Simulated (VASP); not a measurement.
Write the native input for VASP 6.6.1 that does the following.

```yaml
Task: single point
Functional: PBE
Potentials_or_basis: VASP PAW PBE potentials, release 64 (Cu)
Cutoff: 520 eV
k_mesh: 15 × 15 × 15
Occupations: fermi-dirac, width 0.0612256 eV
Spin: no spin polarisation
Dipole_correction: no
Further_INCAR_settings: ALGO = Normal; EDIFF = 1e-07; NBANDS = 12
```

The structure of Cu lies in POSCAR:

```
Cu
1.0
    2.4229574752      0.0000000000      0.0000000000
    0.0000000000      2.4229574752      0.0000000000
    0.0000000000      0.0000000000      2.4229574752
Cu
1
Direct
    0.0000000000      0.0000000000      0.0000000000
```

These files were run (other wordings do the same):

INCAR

```
SYSTEM = Cu
PREC     = Accurate       ! precision mode
ENCUT    = 520            ! plane-wave cutoff, eV
EDIFF    = 1E-7           ! SCF threshold, eV
ISMEAR   = -1             ! smearing method
SIGMA    = 0.06122561905347299 ! smearing width, eV
LREAL    = .FALSE.        ! projectors in reciprocal space
LASPH    = .TRUE.         ! aspherical terms in the spheres
NELM     = 60             ! most SCF steps
ALGO     = Normal         ! electronic algorithm
ISIF     = 2              ! what is computed and relaxed
LWAVE    = .FALSE.        ! write WAVECAR
LCHARG   = .TRUE.         ! write CHGCAR
GGA      = PE             ! functional
LELF     = .TRUE.         ! ELF
LVHAR    = .TRUE.       
NBANDS   = 12             ! bands
```

KPOINTS

```
regular mesh
0
G
  15 15 15
  0 0 0
```

Potentials or basis: VASP PAW PBE potentials, release 64 (Cu).

Run with:

```sh
$ cat potpaw_PBE.64/Cu/POTCAR > POTCAR
$ mpirun -np 1 vasp_std > vasp.out
```

It gave:

```json
{
  "Pressure": "-1.7 GPa"
}
```

Run time: 10 s on 1 thread of Intel Xeon 6975P-C, with other jobs on the host, peak memory 0.13 GiB.
